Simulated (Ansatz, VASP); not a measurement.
# Two plane-wave programs on NbRu3

The input INCAR:

```
ALGO = Normal
EDIFF = 1E-8
ENCUT = 520
ISIF = 2
ISMEAR = -1
LASPH = True
LCHARG = False
LEFG = True
LREAL = False
LWAVE = False
NBANDS = 36
NELM = 100
PREC = Accurate
SIGMA = 0.05
```

The input KPOINTS:

```
k-points
0
Gamma
  9 9 9
```

Contents of POSCAR:

```
NbRu3
1.0
    3.8007941018      0.0000000000      0.0000000000
    0.0000000000      3.8007941018      0.0000000000
    0.0000000000      0.0000000000      3.8007941018
Nb Ru
1 3
Direct
    0.0000000000      0.0000000000      0.0000000000
    0.0000000000      0.5000000000      0.5000000000
    0.5000000000      0.0000000000      0.5000000000
    0.5000000000      0.5000000000      0.0000000000
```

Input for Ansatz:

```yaml
crystal:
  lattice:
    - [3.8007941018, 0.0, 0.0]
    - [0.0, 3.8007941018, 0.0]
    - [0.0, 0.0, 3.8007941018]
  atoms:
    - { symbol: Nb, position: [0.0, 0.0, 0.0] }
    - { symbol: Ru, position: [0.0, 0.5, 0.5] }
    - { symbol: Ru, position: [0.5, 0.0, 0.5] }
    - { symbol: Ru, position: [0.5, 0.5, 0.0] }
kpoints:
  mp_grid: { grid: [9, 9, 9] }
scf:
  occupations: { method: fermi_dirac, width: 0.05 }
hamiltonian:
  xc: lda
  pseudopotentials: { kind: paw }
output:
  forces: true
  stress: true
  eigenvalues: true
  efg: { contact_densities: true }
```

Change from the starting cell: volume scaled by 0.94, PAW files.

Alike in both runs: task electric field gradients; functional LDA; k mesh 9 × 9 × 9; occupations fermi-dirac, width 0.05 eV; no spin polarisation.

|  | VASP | Ansatz |
| --- | --- | --- |
| version | VASP 6.6.1 | Ansatz 0.2.0 |
| potentials or method | VASP PAW LDA potentials, release 64 (Nb_sv, Ru_pv) | PAW with Ansatz's default frozen-core files, scalar-relativistic |
| plane-wave cutoff (eV) | 520 | 420 |
| valence electrons in the cell | 55 | 61 |

```csv
,VASP,Ansatz,Ansatz less VASP
pressure (GPa),7.6,6.9,-0.70
size of Vzz on the site where it differs most (V/Å²),23.9,14.6,-9.30
```

LDA's correlation is that of Perdew and Zunger in VASP and of Perdew and Wang (1992) in Ansatz. VASP's potentials hold 55 valence electrons a cell and Ansatz's 61, so a difference there can come from the potentials and not from the codes.
